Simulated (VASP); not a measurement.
Set up this calculation in VASP 6.6.1, as the native input.

```yaml
Task: single point
Functional: PBE
Potentials_or_basis: VASP PAW PBE potentials, release 64 (Eu, S)
Cutoff: 520 eV
k_mesh: 4 × 4 × 4
Occupations: gaussian, width 0.1 eV
Spin: collinear spin, ferromagnetic start
Starting_moments: "[7.0, 0.0, 0.0, 0.0] μB"
Dipole_correction: no
Further_INCAR_settings: ALGO = Normal; EDIFF = 1e-07; NBANDS = 30
```

The structure of EuS3 lies in POSCAR:

```
EuS3
1.0
    0.0000000000      4.0072081000      4.0072081000
    4.0072081000      0.0000000000      4.0072081000
    4.0072081000      4.0072081000      0.0000000000
Eu S
1 3
Direct
    0.0000000000      0.0000000000      0.0000000000
    0.7500000000      0.7500000000      0.7500000000
    0.5000000000      0.5000000000      0.5000000000
    0.2500000000      0.2500000000      0.2500000000
```

The cell was generated, and may not be a known phase.

The input as run:

INCAR

```
ALGO = Normal
EDIFF = 1E-7
ENCUT = 520
GGA = PE
ISIF = 2
ISMEAR = 0
ISPIN = 2
LASPH = T
LCHARG = F
LMAXMIX = 6
LORBIT = 11
LREAL = F
LWAVE = F
MAGMOM = 7 0 0 0
NBANDS = 30
NELM = 150
PREC = Accurate
SIGMA = 0.1
```

KPOINTS

```
k-points
0
Gamma
  4 4 4
```

Potentials or basis: VASP PAW PBE potentials, release 64 (Eu, S).

The run is started by

```console
$ cat potpaw_PBE.64/Eu/POTCAR potpaw_PBE.64/S/POTCAR > POTCAR
$ mpirun -np 1 vasp_std > vasp.out
```

Results of the run:

```yaml
Pressure: -9.4 GPa
Net_moment: 9.48 μB per cell
Site_moments: Eu +6.50; S +0.36, +0.93 (each value once) μB
Valence_electrons_inside_the_program's_atomic_spheres: Eu 14.50; S 3.56, 3.48 (each value once)
```

Caveat: the cell stands under tension; a cell with one magnetic atom can't hold antiferromagnetic order, which such compounds often take.

Run time: 5.8 min on 1 thread of Intel Xeon 8259CL, with other jobs on the host, peak memory 0.34 GiB.
